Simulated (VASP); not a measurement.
# Au (P6_3/mmc) in VASP: a series of runs, part 2 of 3

VASP 6.6.1.

## Step 4: Single point, r2SCAN (strain +0.000 along x and y, +0.025 along z)

The input, POSCAR:

```
Au
1.0
    2.8902925734      0.0000000000      0.0000000000
   -1.4451462867      2.5030667929      0.0000000000
    0.0000000000      0.0000000000      4.9863335876
Au
2
Direct
    0.3333333333      0.6666666667      0.7500000000
    0.6666666667      0.3333333333      0.2500000000
```

The input, INCAR.step1:

```
PREC = Accurate ; ENCUT = 520
ISMEAR = 0 ; SIGMA = 0.15
LREAL = False ; LASPH = True
NELM = 100 ; NBANDS = 18
GGA = PE ; ALGO = Normal
EDIFF = 1E-4 ; LWAVE = True
LCHARG = False
```

The input, INCAR.step2:

```
PREC = Accurate ; ENCUT = 520
EDIFF = 1E-6 ; ISMEAR = 0
SIGMA = 0.15 ; LREAL = False
LASPH = True ; NELM = 100
ALGO = Normal ; ISIF = 2
LWAVE = False ; LCHARG = True
METAGGA = R2SCAN ; LMIXTAU = True
LELF = True ; LVHAR = True
NBANDS = 18 ; ISTART = 1
```

The input, KPOINTS:

```
Automatic mesh
0
Gamma
  24 24 12
```

Potentials or basis: VASP PAW PBE potentials, release 64 (Au).

The run is started by

```sh
cat potpaw_PBE.64/Au/POTCAR > POTCAR
cp INCAR.step1 INCAR
mpirun -np 1 vasp_std > vasp.out
cp INCAR.step2 INCAR
mpirun -np 1 vasp_std > vasp.out
```

OUTCAR:

```text
PREC = Accurate
   ENCUT = 520
   EDIFF = 1E-6
   ISMEAR = 0
   LREAL = False
   LASPH = True
   NELM = 100
   ISIF = 2
   METAGGA = R2SCAN
   ISTART = 1

 ion  position               nearest neighbor table
   1  0.333  0.667  0.750-   2 3.00   2 3.00   2 3.00   2 3.00   2 3.00   2 3.00
   2  0.667  0.333  0.250-   1 3.00   1 3.00   1 3.00   1 3.00   1 3.00   1 3.00

  LATTYP: Found a hexagonal cell.
 ALAT       =     2.8902925734
 C/A-ratio  =     1.7252002906

  Lattice vectors:

 A1 = (   2.8902925734,   0.0000000000,   0.0000000000)
 A2 = (  -1.4451462867,   2.5030667929,   0.0000000000)
 A3 = (   0.0000000000,   0.0000000000,   4.9863335876)

Analysis of symmetry for initial positions (statically):
=====================================================================
 Subroutine PRICEL returns:
 Original cell was already a primitive cell.

 Routine SETGRP: Setting up the symmetry group for a
 hexagonal supercell.

 Subroutine GETGRP returns: Found 24 space group operations
 (whereof 12 operations were pure point group operations)
 out of a pool of 24 trial point group operations.

The static configuration has the point symmetry D_3d.
 The point group associated with its full space group is D_6h.

Analysis of symmetry for dynamics (positions and initial velocities):
=====================================================================
 Subroutine PRICEL returns:
 Original cell was already a primitive cell.

 Routine SETGRP: Setting up the symmetry group for a
 hexagonal supercell.

 Subroutine GETGRP returns: Found 24 space group operations
 (whereof 12 operations were pure point group operations)
 out of a pool of 24 trial point group operations.

The dynamic configuration has the point symmetry D_3d.
 The point group associated with its full space group is D_6h.

 Subroutine INISYM returns: Found 24 space group operations
 (whereof 12 operations are pure point group operations),
 and found     1 'primitive' translations

----------------------------------------------------------------------------------------

                                     Primitive cell

  volume of cell :      36.0741

  direct lattice vectors                    reciprocal lattice vectors
     2.890292573  0.000000000  0.000000000     0.345985735  0.199754957  0.000000000
    -1.445146287  2.503066793  0.000000000     0.000000000  0.399509914  0.000000000
     0.000000000  0.000000000  4.986333588     0.000000000  0.000000000  0.200548155

  length of vectors
     2.890292573  2.890292573  4.986333588     0.399509914  0.399509914  0.200548155

  position of ions in fractional coordinates (direct lattice)
     0.333333333  0.666666667  0.750000000
     0.666666667  0.333333333  0.250000000

  ion indices of the primitive-cell ions
   primitive index   ion index
                 1           1
                 2           2

----------------------------------------------------------------------------------------

 KPOINTS: Automatic mesh

Automatic generation of k-mesh.
 Grid dimensions read from file:
 generate k-points for:   24   24   12

 Generating k-lattice:

  Cartesian coordinates                     Fractional coordinates (reciprocal lattice)
     0.014416072  0.008323123  0.000000000     0.041666667 -0.000000000  0.000000000
     0.000000000  0.016646246  0.000000000     0.000000000  0.041666667  0.000000000
     0.000000000  0.000000000  0.016712346     0.000000000  0.000000000  0.083333333

  Length of vectors
     0.016646246  0.016646246  0.016712346

  Shift w.r.t. Gamma in fractional coordinates (k-lattice)
     0.000000000  0.000000000  0.000000000

 Subroutine IBZKPT returns following result:
 ===========================================

 Found    427 irreducible k-points:

 Following reciprocal coordinates:
            Coordinates               Weight
  0.000000  0.000000  0.000000      1.000000
  0.041667  0.000000  0.000000      6.000000
  0.083333  0.000000  0.000000      6.000000
  0.125000  0.000000  0.000000      6.000000
  0.166667  0.000000  0.000000      6.000000
  0.208333  0.000000  0.000000      6.000000
[... 16 lines left out ...]
  0.416667  0.041667  0.000000     12.000000
  0.458333  0.041667  0.000000     12.000000
 [... further k-points ...]
   k-points           NKPTS =    427   k-points in BZ     NKDIM =    427   number of bands    NBANDS=     18
   number of dos      NEDOS =    301   number of ions     NIONS =      2
   total plane-waves  NPLWV =  23040
   dimension x,y,z NGX =    24 NGY =   24 NGZ =   40
   dimension x,y,z NGXF=    48 NGYF=   48 NGZF=   80
   ions per type =               2
   NGX,Y,Z   is equivalent  to a cutoff of  13.80, 13.80, 13.34 a.u.
   NGXF,Y,Z  is equivalent  to a cutoff of  27.61, 27.61, 26.67 a.u.
 SYSTEM =  unknown system
   PREC   = accura    normal or accurate (medium, high low for compatibility)
   ISTART =      1    job   : 0-new  1-cont  2-samecut
   ICHARG =      0    charge: 1-file 2-atom 10-const
   ISPIN  =      1    spin polarized calculation?
   LNONCOLLINEAR =      F non collinear calculations
   LSORBIT =      F    spin-orbit coupling
   LASPH  =      T    aspherical Exc in radial PAW
   ENCUT  =  520.0 eV  38.22 Ry    6.18 a.u.   5.37  5.37  9.27*2*pi/ulx,y,z
   NELM   =    100;   NELMIN=  2; NELMDL=  0     # of ELM steps
   EDIFF  = 0.1E-05   stopping-criterion for ELM
   LREAL  =      F    real-space projection
   EDIFFG = 0.1E-04   stopping-criterion for IOM
   NSW    =      0    number of steps for IOM
   IBRION =     -1    ionic relax: 0-MD 1-quasi-New 2-CG
   NFREE  =      0    steps in history (QN), initial steepest desc. (CG)
   ISIF   =      2    stress and relaxation
   ISYM   =      2    0-nonsym 1-usesym 2-fastsym
   POTIM  = 0.5000    time-step for ionic-motion
   TEBEG  =    0.0;   TEEND  =   0.0 temperature during run
   PSTRESS=    0.0 pullay stress
   NELECT =      22.0000    total number of electrons
   NUPDOWN=      -1.0000    fix difference up-down
   EMIN   =  10.00;   EMAX   =-10.00  energy-range for DOS
   EFERMI =   0.00;   METHOD = LEGACY
   ISMEAR =     0;   SIGMA  =   0.15  broadening in eV -4-tet -1-fermi 0-gaus
   EFERMI_NEDOS =   21; number of points for ismear=-14 and -15
   IALGO  =     38    algorithm
   IMIX   =      4    mixing-type and parameters
     AMIX     =   0.40;   BMIX     =  1.00
     AMIX_MAG =   1.60;   BMIX_MAG =  1.00
  volume/ion in A,a.u.               =      18.04       121.72
  Fermi-wavevector in a.u.,A,eV,Ry     =   1.388302  2.623510 26.223620  1.927382
  Thomas-Fermi vector in A             =   2.512441
   LORBIT       =      0    0 simple, 1 ext, 2 COOP (PROOUT), +10 PAW based schemes
   METAGGA = R2SCAN    functional components
   LHFCALC =     F    Hartree Fock is set to
   AEXX    =    0.0000 exact exchange contribution
   IVDW    =     0    specifies the selected vdW correction
   LEPSILON=     F    determine dielectric tensor
   LRPA    =     F    only Hartree local field effects (RPA)
 non-spin polarized calculation
 Gauss-broadening in eV      SIGMA  =   0.15
  energy-cutoff  :      520.00
  volume of cell :       36.07
 maximum number of plane-waves:      1002
 NGX is ok and might be reduce to    24
   NGX = 11   NGY = 11   NGZ = 19

 number of electron      22.0000006 magnetization

 Free energy of the ion-electron system (eV)
  ---------------------------------------------------
  ext. energy  EPLUGINS =         0.00000000
  ---------------------------------------------------
  free energy    TOTEN  =      -101.16762857 eV

  energy without entropy =     -101.15890716  energy(sigma->0) =     -101.16326787

 E-fermi :   8.4329     XC(G=0): -13.2220

 val. band max:        8.4128886322   @ k =   0.3750   0.1250   0.1667
 cond. band min:       8.4361881607   @ k =   0.0833   0.0000   0.0000
 fundamental gap:      0.0232995285
 Fermi energy:         8.4329004570

 k-point     1 :       0.0000    0.0000    0.0000
  band No.  band energies     occupation
      1      -1.0731      2.00000
      2       1.1527      2.00000
      3       3.4542      2.00000
      4       3.8472      2.00000
      5       3.8472      2.00000
      6       4.1025      2.00000
[... 10 lines left out ...]
     17      27.5616      0.00000
     18      27.5616      0.00000
[... 463 lines left out ...]
 k-point    24 :       0.4583    0.0417    0.0000
  band No.  band energies     occupation
      1       1.7201      2.00000
      2       1.8018      2.00000
      3       2.2906      2.00000
      4       3.9675      2.00000
      5       3.9982      2.00000
      6       4.2605      2.00000
[... 10 lines left out ...]
     17      20.2415      0.00000
     18      24.0063      0.00000

 [... further k-points ...]
[... 5 lines left out ...]
  --------------------------------------------------------------------------------------
  -------------------------------------------------------------------------------------
  Total       -0.6056213     -0.6056213     -0.8850337      0.0000000     -0.0000000      0.0000000
  in kB      -26.8977635    -26.8977635    -39.3074430      0.0000000     -0.0000000      0.0000000
  external PRESSURE =     -31.0343233 kB  Pullay stress =       0.0000000 kB

 VOLUME and BASIS-vectors are now :
 -----------------------------------------------------------------------------
  energy-cutoff  :      520.00
  volume of cell :       36.07
      direct lattice vectors                 reciprocal lattice vectors
     2.890292573  0.000000000  0.000000000     0.345985735  0.199754957  0.000000000
    -1.445146287  2.503066793  0.000000000     0.000000000  0.399509914  0.000000000
     0.000000000  0.000000000  4.986333588     0.000000000  0.000000000  0.200548155

 POSITION                                       TOTAL-FORCE (eV/Angst)
 -----------------------------------------------------------------------------------
     -0.00000      1.66871      3.73975        -0.000000      0.000000      0.000000
      1.44515      0.83436      1.24658         0.000000     -0.000000      0.000000
 -----------------------------------------------------------------------------------
    total drift:                               -0.000000      0.000000     -0.000000

  FREE ENERGIE OF THE ION-ELECTRON SYSTEM (eV)
  ---------------------------------------------------
  free  energy   TOTEN  =      -101.1676285673 eV

  energy  without entropy=     -101.1589071649  energy(sigma->0) =     -101.16326787
```

OUTCAR.step1:

```text
PREC = Accurate
   ENCUT = 520
   ISMEAR = 0
   LREAL = False
   LASPH = True
[... 729 lines left out ...]
     -0.00000      1.66871      3.73975        -0.000000      0.000000      0.000000
      1.44515      0.83436      1.24658         0.000000     -0.000000      0.000000
 -----------------------------------------------------------------------------------
    total drift:                               -0.000000      0.000000     -0.000000

  FREE ENERGIE OF THE ION-ELECTRON SYSTEM (eV)
  ---------------------------------------------------
  free  energy   TOTEN  =        -6.4263208779 eV

  energy  without entropy=       -6.4166459479  energy(sigma->0) =       -6.42148341
```

OSZICAR.step1:

```text
N       E                     dE             d eps       ncg     rms          rms(c)
DAV:   1     0.122687518203E+03    0.12269E+03   -0.11637E+04 15396   0.118E+03
DAV:   2    -0.484408673686E+01   -0.12753E+03   -0.12139E+03 16272   0.258E+02
DAV:   3    -0.694890389881E+01   -0.21048E+01   -0.20926E+01 18114   0.334E+01
DAV:   4    -0.695799434776E+01   -0.90904E-02   -0.90894E-02 16996   0.232E+00
DAV:   5    -0.695807922960E+01   -0.84882E-04   -0.84880E-04 17098   0.240E-01    0.111E+01
DAV:   6    -0.645915776617E+01    0.49892E+00   -0.97804E-01 15996   0.901E+00    0.734E+00
DAV:   7    -0.642985756748E+01    0.29300E-01   -0.83777E-02 16812   0.261E+00    0.334E+00
DAV:   8    -0.642634221068E+01    0.35154E-02   -0.59917E-03 16012   0.608E-01    0.318E-01
DAV:   9    -0.642632087794E+01    0.21333E-04   -0.25181E-05 10076   0.442E-02
   1 F= -.64263209E+01 E0= -.64214834E+01  d E =-.967493E-02
```

Wall time 15 min (1 thread of AMD EPYC 9R45 (Zen 5), shared host); peak memory 0.31 GiB.

Results:

```
Free energy            : -101.1676 eV
Pressure               : -3.1 GPa
Band gap on the k mesh : zero (band 11 reaches 12.67 eV, above the bottom of band 12 at 5.64 eV)
```

Caveat: the cell differs from its parent crystal (strain +0.000 along x and y, +0.025 along z); the PAW data sets were made with another functional, which shifts forces and pressure a little; spin-orbit coupling is left out, which moves the levels of the heavy elements.

(Continued in part 3 of 3.)
